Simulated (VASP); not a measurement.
# InSe in VASP: single point with PBE+D3(BJ)

Aim: the single point of InSe with PBE+D3(BJ).

All numbers are computed with VASP 6.6.1; they aren't measurements. Logs are shortened: lines on timing, memory, paths and dates and some standing lists are left out, and cuts for length are marked.

### Step 1. The cell of the first run

The cell holds a slab with vacuum, 8 atoms: a = 4.027 Å, b = 4.027 Å, c = 28.271 Å, α = 90.00°, β = 90.00°, γ = 120.00°.

### Step 2. Single point, PBE+D3(BJ)

Input file INCAR:

```
SYSTEM = InSe
PREC     = Accurate       ! precision mode
ENCUT    = 520            ! plane-wave cutoff, eV
EDIFF    = 1E-6           ! SCF threshold, eV
ISMEAR   = 0              ! smearing method
SIGMA    = 0.05           ! smearing width, eV
LREAL    = .FALSE.        ! projectors in reciprocal space
LASPH    = .TRUE.         ! aspherical terms in the spheres
NELM     = 80             ! most SCF steps
ALGO     = Normal         ! electronic algorithm
ISIF     = 2              ! what is computed and relaxed
LWAVE    = .FALSE.        ! write WAVECAR
LCHARG   = .FALSE.        ! write CHGCAR
LDIPOL   = .TRUE.       
IDIPOL   = 3            
DIPOL    = 0.5 0.5 0.415
GGA      = PE             ! functional
IVDW     = 12             ! dispersion correction
NBANDS   = 48             ! bands
```

Input file KPOINTS:

```
Automatic mesh
0
G
  9 9 1
  0 0 0
```

Input file POSCAR:

```
InSe
1.0
    4.0266404825      0.0000000000      0.0000000000
   -2.0133202413      3.4871729498      0.0000000000
    0.0000000000      0.0000000000     28.2710567674
Se In
4 4
Direct
    0.0000000000      0.0000000000      0.1591733920
    0.0000000000      0.0000000000      0.3496333548
    0.0000000000      0.0000000000      0.4810560440
    0.0000000000      0.0000000000      0.6715142685
    0.6666666667      0.3333333333      0.2049821344
    0.6666666667      0.3333333333      0.3038262399
    0.6666666667      0.3333333333      0.5268627934
    0.6666666667      0.3333333333      0.6257063551
```

Potentials or basis: VASP PAW PBE potentials, release 64 (Se, In_d).

Command:

```console
$ cat potpaw_PBE.64/Se/POTCAR potpaw_PBE.64/In_d/POTCAR > POTCAR
$ mpirun -np 1 vasp_std > vasp.out
```

OUTCAR:

```text
SYSTEM = InSe
   PREC = Accurate
   ENCUT = 520
   EDIFF = 1E-6
   ISMEAR = 0
   LREAL = .FALSE.
   LASPH = .TRUE.
   NELM = 80
   ISIF = 2
   GGA = PE
   IVDW = 12
 IVDW          = 12

 ion  position               nearest neighbor table
   1  0.000  0.000  0.159-   5 2.66   5 2.66   5 2.66
   2  0.000  0.000  0.350-   6 2.66   6 2.66   6 2.66
   3  0.000  0.000  0.481-   7 2.66   7 2.66   7 2.66
   4  0.000  0.000  0.672-   8 2.66   8 2.66   8 2.66
   5  0.667  0.333  0.205-   1 2.66   1 2.66   1 2.66   6 2.79
   6  0.667  0.333  0.304-   2 2.66   2 2.66   2 2.66   5 2.79
   7  0.667  0.333  0.527-   3 2.66   3 2.66   3 2.66   8 2.79
   8  0.667  0.333  0.626-   4 2.66   4 2.66   4 2.66   7 2.79

  LATTYP: Found a hexagonal cell.
 ALAT       =     4.0266404825
 C/A-ratio  =     7.0210034619

  Lattice vectors:

 A1 = (   4.0266404825,   0.0000000000,   0.0000000000)
 A2 = (  -2.0133202413,   3.4871729498,   0.0000000000)
 A3 = (   0.0000000000,   0.0000000000,  28.2710567674)

Analysis of symmetry for initial positions (statically):
=====================================================================
 Subroutine PRICEL returns:
 Original cell was already a primitive cell.

 Routine SETGRP: Setting up the symmetry group for a
 hexagonal supercell.

 Subroutine GETGRP returns: Found 12 space group operations
 (whereof  6 operations were pure point group operations)
 out of a pool of 24 trial point group operations.

The static configuration has the point symmetry C_3v.
 The point group associated with its full space group is D_3h.

Analysis of symmetry for dynamics (positions and initial velocities):
=====================================================================
 Subroutine PRICEL returns:
 Original cell was already a primitive cell.

 Routine SETGRP: Setting up the symmetry group for a
 hexagonal supercell.

 Subroutine GETGRP returns: Found 12 space group operations
 (whereof  6 operations were pure point group operations)
 out of a pool of 24 trial point group operations.

The dynamic configuration has the point symmetry C_3v.
 The point group associated with its full space group is D_3h.

 Subroutine INISYM returns: Found 12 space group operations
 (whereof  6 operations are pure point group operations),
 and found     1 'primitive' translations

----------------------------------------------------------------------------------------

                                     Primitive cell

  volume of cell :     396.9706

  direct lattice vectors                    reciprocal lattice vectors
     4.026640483  0.000000000  0.000000000     0.248345986  0.143382622  0.000000000
    -2.013320241  3.487172950  0.000000000     0.000000000  0.286765243  0.000000000
     0.000000000  0.000000000 28.271056767     0.000000000  0.000000000  0.035371865

  length of vectors
     4.026640483  4.026640483 28.271056767     0.286765243  0.286765243  0.035371865

  position of ions in fractional coordinates (direct lattice)
     0.000000000  0.000000000  0.159173392
     0.000000000  0.000000000  0.349633355
     0.000000000  0.000000000  0.481056044
     0.000000000  0.000000000  0.671514268
     0.666666667  0.333333333  0.204982134
     0.666666667  0.333333333  0.303826240
     0.666666667  0.333333333  0.526862793
     0.666666667  0.333333333  0.625706355

  ion indices of the primitive-cell ions
   primitive index   ion index
                 1           1
                 2           2
                 3           3
                 4           4
                 5           5
                 6           6
                 7           7
                 8           8

----------------------------------------------------------------------------------------

 KPOINTS: Automatic mesh

Automatic generation of k-mesh.
 Grid dimensions read from file:
 generate k-points for:    9    9    1

 Generating k-lattice:

  Cartesian coordinates                     Fractional coordinates (reciprocal lattice)
     0.027593998  0.015931402  0.000000000     0.111111111  0.000000000  0.000000000
     0.000000000  0.031862805  0.000000000     0.000000000  0.111111111  0.000000000
     0.000000000  0.000000000  0.035371865     0.000000000  0.000000000  1.000000000

  Length of vectors
     0.031862805  0.031862805  0.035371865

  Shift w.r.t. Gamma in fractional coordinates (k-lattice)
     0.000000000  0.000000000  0.000000000

 Subroutine IBZKPT returns following result:
 ===========================================

 Found     12 irreducible k-points:

 Following reciprocal coordinates:
            Coordinates               Weight
  0.000000  0.000000  0.000000      1.000000
  0.111111  0.000000  0.000000      6.000000
  0.222222  0.000000  0.000000      6.000000
  0.333333  0.000000  0.000000      6.000000
  0.444444  0.000000  0.000000      6.000000
  0.111111  0.111111  0.000000      6.000000
  0.222222  0.111111  0.000000     12.000000
  0.333333  0.111111  0.000000     12.000000
  0.444444  0.111111  0.000000      6.000000
  0.222222  0.222222  0.000000      6.000000
  0.333333  0.222222  0.000000     12.000000
  0.333333  0.333333  0.000000      2.000000
   k-points           NKPTS =     12   k-points in BZ     NKDIM =     12   number of bands    NBANDS=     48
   number of dos      NEDOS =    301   number of ions     NIONS =      8
   total plane-waves  NPLWV = 189000
   dimension x,y,z NGX =    30 NGY =   30 NGZ =  210
   dimension x,y,z NGXF=    60 NGYF=   60 NGZF=  420
   ions per type =               4   4
   NGX,Y,Z   is equivalent  to a cutoff of  12.39, 12.39, 12.35 a.u.
   NGXF,Y,Z  is equivalent  to a cutoff of  24.77, 24.77, 24.70 a.u.
 SYSTEM =  InSe
   PREC   = accura    normal or accurate (medium, high low for compatibility)
   ISTART =      0    job   : 0-new  1-cont  2-samecut
   ICHARG =      2    charge: 1-file 2-atom 10-const
   ISPIN  =      1    spin polarized calculation?
   LNONCOLLINEAR =      F non collinear calculations
   LSORBIT =      F    spin-orbit coupling
   LASPH  =      T    aspherical Exc in radial PAW
   ENCUT  =  520.0 eV  38.22 Ry    6.18 a.u.   7.49  7.49 52.57*2*pi/ulx,y,z
   NELM   =     80;   NELMIN=  2; NELMDL= -5     # of ELM steps
   EDIFF  = 0.1E-05   stopping-criterion for ELM
   LREAL  =      F    real-space projection
   EDIFFG = 0.1E-04   stopping-criterion for IOM
   NSW    =      0    number of steps for IOM
   IBRION =     -1    ionic relax: 0-MD 1-quasi-New 2-CG
   NFREE  =      0    steps in history (QN), initial steepest desc. (CG)
   ISIF   =      2    stress and relaxation
   ISYM   =      2    0-nonsym 1-usesym 2-fastsym
   POTIM  = 0.5000    time-step for ionic-motion
   TEBEG  =    0.0;   TEEND  =   0.0 temperature during run
   PSTRESS=    0.0 pullay stress
   NELECT =      76.0000    total number of electrons
   NUPDOWN=      -1.0000    fix difference up-down
   EMIN   =  10.00;   EMAX   =-10.00  energy-range for DOS
   EFERMI =   0.00;   METHOD = LEGACY
   ISMEAR =     0;   SIGMA  =   0.05  broadening in eV -4-tet -1-fermi 0-gaus
   EFERMI_NEDOS =   21; number of points for ismear=-14 and -15
   IALGO  =     38    algorithm
   IMIX   =      4    mixing-type and parameters
     AMIX     =   0.40;   BMIX     =  1.00
     AMIX_MAG =   1.60;   BMIX_MAG =  1.00
  volume/ion in A,a.u.               =      49.62       334.86
  Fermi-wavevector in a.u.,A,eV,Ry     =   0.943539  1.783030 12.112805  0.890266
  Thomas-Fermi vector in A             =   2.071256
   LORBIT       =      0    0 simple, 1 ext, 2 COOP (PROOUT), +10 PAW based schemes
   GGA     = PE    functional components
   LHFCALC =     F    Hartree Fock is set to
   AEXX    =    0.0000 exact exchange contribution
   IVDW    =    12    specifies the selected vdW correction
   LEPSILON=     F    determine dielectric tensor
   LRPA    =     F    only Hartree local field effects (RPA)
 non-spin polarized calculation
 Gauss-broadening in eV      SIGMA  =   0.05
  energy-cutoff  :      520.00
  volume of cell :      396.97
 maximum number of plane-waves:     10749
 NGX is ok and might be reduce to    30
   NGX = 15   NGY = 15   NGZ =105

 number of electron      75.9999997 magnetization

 dipolmoment           0.000000      0.000000     -0.000722 electrons x Angstroem

 Free energy of the ion-electron system (eV)
  ---------------------------------------------------
  ext. energy  EPLUGINS =         0.00000000
  ---------------------------------------------------
  free energy    TOTEN  =       -28.37759185 eV

  energy without entropy =      -28.37759185  energy(sigma->0) =      -28.37759185

 E-fermi :   0.0414     XC(G=0):  -5.6920

 val. band max:       -0.2323751583   @ k =   0.1111   0.0000   0.0000
 cond. band min:       0.9629808085   @ k =   0.0000   0.0000   0.0000
 fundamental gap:      1.1953559668
 Fermi energy:         0.0413660246

 k-point     1 :       0.0000    0.0000    0.0000
  band No.  band energies     occupation
      1     -14.5172      2.00000
      2     -14.5103      2.00000
      3     -14.3338      2.00000
      4     -14.3338      2.00000
      5     -14.3270      2.00000
      6     -14.3270      2.00000
[... 40 lines left out ...]
     47       5.0307      0.00000
     48       5.2315      0.00000

 k-point     2 :       0.1111    0.0000    0.0000
  band No.  band energies     occupation
      1     -14.5166      2.00000
      2     -14.5097      2.00000
      3     -14.3737      2.00000
      4     -14.3669      2.00000
      5     -14.3320      2.00000
      6     -14.3252      2.00000
[... 502 lines left out ...]
 k-point    12 :       0.3333    0.3333    0.0000
  band No.  band energies     occupation
      1     -14.6280      2.00000
      2     -14.6198      2.00000
      3     -14.5310      2.00000
      4     -14.5230      2.00000
      5     -14.4593      2.00000
      6     -14.4524      2.00000
[... 40 lines left out ...]
     47       5.8425      0.00000
     48       5.9491      0.00000

------------------------ aborting loop because EDIFF is reached ----------------------------------------

 vacuum level on the upper side and lower side of the slab       (xc-potential included)        -0.121        -0.112

 Edisp (eV)   -1.96548

 E8    (eV) :    -0.9212

  FORCE on cell =-STRESS in cart. coord.  units (eV):
  Direction    XX          YY          ZZ          XY          YZ          ZX
  --------------------------------------------------------------------------------------
  -------------------------------------------------------------------------------------
  Total      -0.05259    -0.05259     0.01920     0.00000     0.00000     0.00000
  in kB      -0.21224    -0.21224     0.07751     0.00000     0.00000     0.00000
  external pressure =       -0.12 kB  Pullay stress =        0.00 kB

 VOLUME and BASIS-vectors are now :
 -----------------------------------------------------------------------------
  energy-cutoff  :      520.00
  volume of cell :      396.97
      direct lattice vectors                 reciprocal lattice vectors
     4.026640483  0.000000000  0.000000000     0.248345986  0.143382622  0.000000000
    -2.013320241  3.487172950  0.000000000     0.000000000  0.286765243  0.000000000
     0.000000000  0.000000000 28.271056767     0.000000000  0.000000000  0.035371865

 POSITION                                       TOTAL-FORCE (eV/Angst)
 -----------------------------------------------------------------------------------
      0.00000      0.00000      4.50000         0.000000      0.000000     -0.014446
      0.00000      0.00000      9.88450        -0.000000      0.000000      0.014555
      0.00000      0.00000     13.59996        -0.000000      0.000000     -0.014555
      0.00000      0.00000     18.98442         0.000000      0.000000      0.014446
      2.01332      1.16239      5.79506         0.000000     -0.000000      0.013492
      2.01332      1.16239      8.58949        -0.000000     -0.000000     -0.013955
      2.01332      1.16239     14.89497        -0.000000     -0.000000      0.013955
      2.01332      1.16239     17.68938        -0.000000      0.000000     -0.013492
 -----------------------------------------------------------------------------------
    total drift:                               -0.000001      0.000000     -0.084667

  FREE ENERGIE OF THE ION-ELECTRON SYSTEM (eV)
  ---------------------------------------------------
  free  energy   TOTEN  =       -30.3430764222 eV

  energy  without entropy=      -30.3430764222  energy(sigma->0) =      -30.34307642

 vacuum level on the upper side and lower side of the slab         5.384         5.393
```

It took 15 min on 1 thread of AMD EPYC 7R13, shared host; peak memory 0.53 GiB.

Results:

* Free energy: -30.3431 eV
* Largest force: 0.015 eV/Å
* Band gap on the k mesh: 1.20 eV (least direct gap 1.25 eV)
* Dispersion energy per atom: -0.246 eV

Forces in eV/Å, atoms in the order of the input:
```
Se   0.000  0.000 -0.014
Se   0.000  0.000  0.015
Se   0.000  0.000 -0.015
Se   0.000  0.000  0.014
In   0.000  0.000  0.013
In   0.000  0.000 -0.014
In   0.000  0.000  0.014
In   0.000  0.000 -0.013
```

Caveat: spin-orbit coupling is left out, which moves the levels of the heavy elements.
